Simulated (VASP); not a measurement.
# ZrO2 (Fm-3m) in VASP: further runs

The runs below take ZrO2 through single point, with PBE, r2SCAN.

All numbers are computed with VASP 6.6.1; they aren't measurements. Logs are shortened: lines on timing, memory, paths and dates and some standing lists are left out, and cuts for length are marked.

**1. The cell of the first run**

It takes space group Fm-3m (No. 225, cubic). The conventional cell has a = 5.116 Å, b = 5.116 Å, c = 5.116 Å, α = 90.00°, β = 90.00°, γ = 90.00°. Within 2.9 Å of Zr (site symmetry m-3m) lie 8 O at 2.22 Å. O (site symmetry -43m) has 4 Zr at 2.22 Å and 6 O at 2.56 Å within 2.9 Å.

**2. Single point, PBE**

Input file INCAR:

```
SYSTEM = ZrO2
PREC     = Accurate       ! precision mode
ENCUT    = 600            ! plane-wave cutoff, eV
EDIFF    = 1E-6           ! SCF threshold, eV
ISMEAR   = 0              ! smearing method
SIGMA    = 0.01           ! smearing width, eV
LREAL    = .FALSE.        ! projectors in reciprocal space
LASPH    = .TRUE.         ! aspherical terms in the spheres
NELM     = 120            ! most SCF steps
ALGO     = Normal         ! electronic algorithm
ISIF     = 2              ! what is computed and relaxed
LWAVE    = .FALSE.        ! write WAVECAR
LCHARG   = .FALSE.        ! write CHGCAR
GGA      = PE             ! functional
NBANDS   = 19             ! bands
GGA_COMPAT= .FALSE.
```

Input file KPOINTS:

```
regular mesh
0
G
  8 8 8
  0 0 0
```

Input file POSCAR:

```
ZrO2
1.0
    0.0000000000      2.5578957514      2.5578957514
    2.5578957514      0.0000000000      2.5578957514
    2.5578957514      2.5578957514      0.0000000000
Zr O
1 2
Direct
    0.0000000000      0.0000000000      0.0000000000
    0.2500000000      0.2500000000      0.2500000000
    0.7500000000      0.7500000000      0.7500000000
```

Potentials or basis: VASP PAW PBE potentials, release 64 (Zr_sv, O).

Command:

```bash
$ cat potpaw_PBE.64/Zr_sv/POTCAR potpaw_PBE.64/O/POTCAR > POTCAR
$ mpirun -np 1 vasp_std > vasp.out
```

OUTCAR:

```text
SYSTEM = ZrO2
   PREC = Accurate
   ENCUT = 600
   EDIFF = 1E-6
   ISMEAR = 0
   LREAL = .FALSE.
   LASPH = .TRUE.
   NELM = 120
   ISIF = 2
   GGA = PE

 ion  position               nearest neighbor table
   1  0.000  0.000  0.000-   3 2.22   3 2.22   3 2.22   2 2.22   2 2.22   2 2.22   3 2.22   2 2.22

   2  0.250  0.250  0.250-   1 2.22   1 2.22   1 2.22   1 2.22
   3  0.750  0.750  0.750-   1 2.22   1 2.22   1 2.22   1 2.22

  LATTYP: Found a face centered cubic cell.
 ALAT       =     5.1157915028

  Lattice vectors:

 A1 = (   0.0000000000,   2.5578957514,   2.5578957514)
 A2 = (   2.5578957514,   0.0000000000,   2.5578957514)
 A3 = (   2.5578957514,   2.5578957514,   0.0000000000)

Analysis of symmetry for initial positions (statically):
=====================================================================
 Subroutine PRICEL returns:
 Original cell was already a primitive cell.

 Routine SETGRP: Setting up the symmetry group for a
 face centered cubic supercell.

 Subroutine GETGRP returns: Found 48 space group operations
 (whereof 48 operations were pure point group operations)
 out of a pool of 48 trial point group operations.

The static configuration has the point symmetry O_h .

Analysis of symmetry for dynamics (positions and initial velocities):
=====================================================================
 Subroutine PRICEL returns:
 Original cell was already a primitive cell.

 Routine SETGRP: Setting up the symmetry group for a
 face centered cubic supercell.

 Subroutine GETGRP returns: Found 48 space group operations
 (whereof 48 operations were pure point group operations)
 out of a pool of 48 trial point group operations.

The dynamic configuration has the point symmetry O_h .

 Subroutine INISYM returns: Found 48 space group operations
 (whereof 48 operations are pure point group operations),
 and found     1 'primitive' translations

----------------------------------------------------------------------------------------

                                     Primitive cell

  volume of cell :      33.4718

  direct lattice vectors                    reciprocal lattice vectors
     0.000000000  2.557895751  2.557895751    -0.195473173  0.195473173  0.195473173
     2.557895751  0.000000000  2.557895751     0.195473173 -0.195473173  0.195473173
     2.557895751  2.557895751  0.000000000     0.195473173  0.195473173 -0.195473173

  length of vectors
     3.617410863  3.617410863  3.617410863     0.338569468  0.338569468  0.338569468

  position of ions in fractional coordinates (direct lattice)
     0.000000000  0.000000000  0.000000000
     0.250000000  0.250000000  0.250000000
     0.750000000  0.750000000  0.750000000

  ion indices of the primitive-cell ions
   primitive index   ion index
                 1           1
                 2           2
                 3           3

----------------------------------------------------------------------------------------

 KPOINTS: regular mesh

Automatic generation of k-mesh.
 Grid dimensions read from file:
 generate k-points for:    8    8    8

 Generating k-lattice:

  Cartesian coordinates                     Fractional coordinates (reciprocal lattice)
    -0.024434147  0.024434147  0.024434147     0.125000000  0.000000000  0.000000000
     0.024434147 -0.024434147  0.024434147     0.000000000  0.125000000  0.000000000
     0.024434147  0.024434147 -0.024434147     0.000000000  0.000000000  0.125000000

  Length of vectors
     0.042321184  0.042321184  0.042321184

  Shift w.r.t. Gamma in fractional coordinates (k-lattice)
     0.000000000  0.000000000  0.000000000

 Subroutine IBZKPT returns following result:
 ===========================================

 Found     29 irreducible k-points:

 Following reciprocal coordinates:
            Coordinates               Weight
  0.000000  0.000000  0.000000      1.000000
  0.125000  0.000000  0.000000      8.000000
  0.250000  0.000000  0.000000      8.000000
  0.375000  0.000000  0.000000      8.000000
  0.500000  0.000000  0.000000      4.000000
  0.125000  0.125000  0.000000      6.000000
[... 16 lines left out ...]
  0.500000  0.250000  0.125000     48.000000
 -0.375000  0.250000  0.125000     24.000000
 [... further k-points ...]
   k-points           NKPTS =     29   k-points in BZ     NKDIM =     29   number of bands    NBANDS=     19
   number of dos      NEDOS =    301   number of ions     NIONS =      3
   total plane-waves  NPLWV =  27000
   dimension x,y,z NGX =    30 NGY =   30 NGZ =   30
   dimension x,y,z NGXF=    60 NGYF=   60 NGZF=   60
   ions per type =               1   2
   NGX,Y,Z   is equivalent  to a cutoff of  13.79, 13.79, 13.79 a.u.
   NGXF,Y,Z  is equivalent  to a cutoff of  27.57, 27.57, 27.57 a.u.
 SYSTEM =  ZrO2
   PREC   = accura    normal or accurate (medium, high low for compatibility)
   ISTART =      0    job   : 0-new  1-cont  2-samecut
   ICHARG =      2    charge: 1-file 2-atom 10-const
   ISPIN  =      1    spin polarized calculation?
   LNONCOLLINEAR =      F non collinear calculations
   LSORBIT =      F    spin-orbit coupling
   LASPH  =      T    aspherical Exc in radial PAW
   ENCUT  =  600.0 eV  44.10 Ry    6.64 a.u.   7.22  7.22  7.22*2*pi/ulx,y,z
   NELM   =    120;   NELMIN=  2; NELMDL= -5     # of ELM steps
   EDIFF  = 0.1E-05   stopping-criterion for ELM
   LREAL  =      F    real-space projection
   EDIFFG = 0.1E-04   stopping-criterion for IOM
   NSW    =      0    number of steps for IOM
   IBRION =     -1    ionic relax: 0-MD 1-quasi-New 2-CG
   NFREE  =      0    steps in history (QN), initial steepest desc. (CG)
   ISIF   =      2    stress and relaxation
   ISYM   =      2    0-nonsym 1-usesym 2-fastsym
   POTIM  = 0.5000    time-step for ionic-motion
   TEBEG  =    0.0;   TEEND  =   0.0 temperature during run
   PSTRESS=    0.0 pullay stress
   NELECT =      24.0000    total number of electrons
   NUPDOWN=      -1.0000    fix difference up-down
   EMIN   =  10.00;   EMAX   =-10.00  energy-range for DOS
   EFERMI =   0.00;   METHOD = LEGACY
   ISMEAR =     0;   SIGMA  =   0.01  broadening in eV -4-tet -1-fermi 0-gaus
   EFERMI_NEDOS =   21; number of points for ismear=-14 and -15
   IALGO  =     38    algorithm
   IMIX   =      4    mixing-type and parameters
     AMIX     =   0.40;   BMIX     =  1.00
     AMIX_MAG =   1.60;   BMIX_MAG =  1.00
  volume/ion in A,a.u.               =      11.16        75.29
  Fermi-wavevector in a.u.,A,eV,Ry     =   1.465275  2.768968 29.212119  2.147030
  Thomas-Fermi vector in A             =   2.581151
   LORBIT       =      0    0 simple, 1 ext, 2 COOP (PROOUT), +10 PAW based schemes
   GGA     = PE    functional components
   LHFCALC =     F    Hartree Fock is set to
   AEXX    =    0.0000 exact exchange contribution
   IVDW    =     0    specifies the selected vdW correction
   LEPSILON=     F    determine dielectric tensor
   LRPA    =     F    only Hartree local field effects (RPA)
 non-spin polarized calculation
 Gauss-broadening in eV      SIGMA  =   0.01
  energy-cutoff  :      600.00
  volume of cell :       33.47
 maximum number of plane-waves:      1139
 NGX is ok and might be reduce to    30
   NGX = 15   NGY = 15   NGZ = 15

 number of electron      23.9999994 magnetization

 Free energy of the ion-electron system (eV)
  ---------------------------------------------------
  ext. energy  EPLUGINS =         0.00000000
  ---------------------------------------------------
  free energy    TOTEN  =       -28.57332168 eV

  energy without entropy =      -28.57332168  energy(sigma->0) =      -28.57332168

 E-fermi :   7.1443     XC(G=0): -11.7011

 val. band max:        7.0510281188   @ k =   0.5000   0.5000   0.0000
 cond. band min:      10.3630022139   @ k =   0.0000   0.0000   0.0000
 fundamental gap:      3.3119740952
 Fermi energy:         7.1442777003

 k-point     1 :       0.0000    0.0000    0.0000
  band No.  band energies     occupation
      1     -41.1086      2.00000
      2     -18.9269      2.00000
      3     -18.9269      2.00000
      4     -18.9269      2.00000
      5     -11.0723      2.00000
      6      -8.5711      2.00000
[... 11 lines left out ...]
     18      16.2355      0.00000
     19      21.3147      0.00000

 k-point     2 :       0.1250    0.0000    0.0000
  band No.  band energies     occupation
      1     -41.1024      2.00000
      2     -19.0301      2.00000
      3     -18.9366      2.00000
      4     -18.9366      2.00000
      5     -10.8650      2.00000
      6      -8.7215      2.00000
[... 11 lines left out ...]
     18      16.0157      0.00000
     19      20.9636      0.00000

 k-point     3 :       0.2500    0.0000    0.0000
  band No.  band energies     occupation
      1     -41.0872      2.00000
      2     -19.2637      2.00000
      3     -18.9598      2.00000
      4     -18.9598      2.00000
      5     -10.4141      2.00000
      6      -8.9964      2.00000
[... 11 lines left out ...]
     18      15.9973      0.00000
     19      20.2573      0.00000

 k-point     4 :       0.3750    0.0000    0.0000
  band No.  band energies     occupation
      1     -41.0719      2.00000
      2     -19.4791      2.00000
      3     -18.9828      2.00000
      4     -18.9828      2.00000
      5     -10.1435      2.00000
      6      -9.0398      2.00000
[... 407 lines left out ...]
     18      16.6791      0.00000
     19      21.0159      0.00000

 k-point    23 :       0.5000    0.2500    0.1250
  band No.  band energies     occupation
      1     -41.0635      2.00000
      2     -19.4386      2.00000
      3     -19.1475      2.00000
      4     -19.0165      2.00000
      5      -9.7458      2.00000
      6      -9.2768      2.00000
[... 11 lines left out ...]
     18      17.5127      0.00000
     19      21.1592      0.00000

 k-point    24 :      -0.3750    0.2500    0.1250
  band No.  band energies     occupation
      1     -41.0584      2.00000
      2     -19.4770      2.00000
      3     -19.1830      2.00000
      4     -19.0294      2.00000
      5      -9.7514      2.00000
      6      -9.1681      2.00000
[... 11 lines left out ...]
     18      17.6366      0.00000
     19      21.3985      0.00000

 [... further k-points ...]

------------------------ aborting loop because EDIFF is reached ----------------------------------------

  FORCE on cell =-STRESS in cart. coord.  units (eV):
  Direction    XX          YY          ZZ          XY          YZ          ZX
  --------------------------------------------------------------------------------------
  -------------------------------------------------------------------------------------
  Total        0.0167748      0.0167748      0.0167748      0.0000000      0.0000000      0.0000000
  in kB        0.8029513      0.8029513      0.8029513      0.0000000      0.0000000      0.0000000
  external PRESSURE =       0.8029513 kB  Pullay stress =       0.0000000 kB

 VOLUME and BASIS-vectors are now :
 -----------------------------------------------------------------------------
  energy-cutoff  :      600.00
  volume of cell :       33.47
      direct lattice vectors                 reciprocal lattice vectors
     0.000000000  2.557895751  2.557895751    -0.195473173  0.195473173  0.195473173
     2.557895751  0.000000000  2.557895751     0.195473173 -0.195473173  0.195473173
     2.557895751  2.557895751  0.000000000     0.195473173  0.195473173 -0.195473173

 POSITION                                       TOTAL-FORCE (eV/Angst)
 -----------------------------------------------------------------------------------
      0.00000      0.00000      0.00000        -0.000000     -0.000000      0.000000
      1.27895      1.27895      1.27895         0.000000      0.000000     -0.000000
      3.83684      3.83684      3.83684        -0.000000     -0.000000      0.000000
 -----------------------------------------------------------------------------------
    total drift:                                0.000000     -0.000000      0.000000

  FREE ENERGIE OF THE ION-ELECTRON SYSTEM (eV)
  ---------------------------------------------------
  free  energy   TOTEN  =       -28.5733216795 eV

  energy  without entropy=      -28.5733216795  energy(sigma->0) =      -28.57332168
```

Run time: 55 s. Hardware: 1 thread of Intel Xeon 8259CL, shared host; peak memory 0.18 GiB.

Results:

```
Free energy            : -28.5733 eV
Pressure               : 0.1 GPa
Band gap on the k mesh : 3.31 eV (least direct gap 3.74 eV)
```

Levels at points of the mesh, in eV from the valence-band top:
| k point | band 9 | band 10 | band 11 | band 12 | band 13 | band 14 | band 15 | band 16 |
| --- | --- | --- | --- | --- | --- | --- | --- | --- |
| (0.00, 0.00, 0.00) | -5.14 | -0.53 | -0.53 | -0.53 | 3.31 | 3.31 | 6.47 | 9.18 |
| (0.50, 0.00, 0.00) | -2.50 | -2.46 | -1.63 | -1.63 | 3.94 | 3.94 | 5.95 | 8.30 |
| (0.50, 0.50, 0.00) | -3.12 | -1.49 | -1.49 | 0.00 | 3.74 | 4.66 | 5.70 | 7.15 |

A k mesh can miss the band edges.

[end of part 1 of 3]
